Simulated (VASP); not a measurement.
Set up this calculation in VASP 6.6.1, as the native input.

```yaml
Task: single point
Functional: PBE
Potentials_or_basis: VASP PAW PBE potentials, release 64 (Ta_pv, N)
Cutoff: 520 eV
k_mesh: 10 × 10 × 8
Occupations: gaussian, width 0.05 eV
Spin: collinear spin, ferromagnetic start
Starting_moments: "[2.0, 0.0] μB"
Dipole_correction: no
Further_INCAR_settings: ALGO = Normal; EDIFF = 1e-06; NBANDS = 19
```

The structure of TaN lies in POSCAR:

```
TaN
1.0
    2.9380011098      0.0000000000      0.0000000000
   -1.4690005548      2.5443835975      0.0000000000
    0.0000000000      0.0000000000      2.8830022093
Ta N
1 1
Direct
    0.3333333333      0.6666666667      0.5000000000
    0.0000000000      0.0000000000      0.0000000000
```

One way to write it, as run:

INCAR

```
SYSTEM = TaN
PREC = Accurate
ENCUT = 520
EDIFF = 1E-6
ISMEAR = 0
SIGMA = 0.05
LREAL = .FALSE.
LASPH = .TRUE.
NELM = 150
ALGO = Normal
ISIF = 2
LWAVE = .FALSE.
LCHARG = .FALSE.
ISPIN = 2
MAGMOM = 2 0
LORBIT = 11
LMAXMIX = 4
GGA = PE
NBANDS = 19
```

KPOINTS

```
Automatic mesh
0
G
  10 10 8
  0 0 0
```

Potentials or basis: VASP PAW PBE potentials, release 64 (Ta_pv, N).

Launch:

```sh
$ cat potpaw_PBE.64/Ta_pv/POTCAR potpaw_PBE.64/N/POTCAR > POTCAR
$ mpirun -np 1 vasp_std > vasp.out
```

It gave:

```
Pressure                                              : 5.4 GPa
Band gap on the k mesh                                : zero (filled and empty bands overlap)
Net moment                                            : 0.00 μB per cell
Valence electrons inside the program's atomic spheres : Ta 9.00; N 3.74
```

Caveat: spin-orbit coupling is left out, which moves the levels of the heavy elements.

It took 34 s on 1 thread of AMD EPYC 9R45 96-Core Processor (Zen 5) (shared host), peak memory 0.15 GiB.
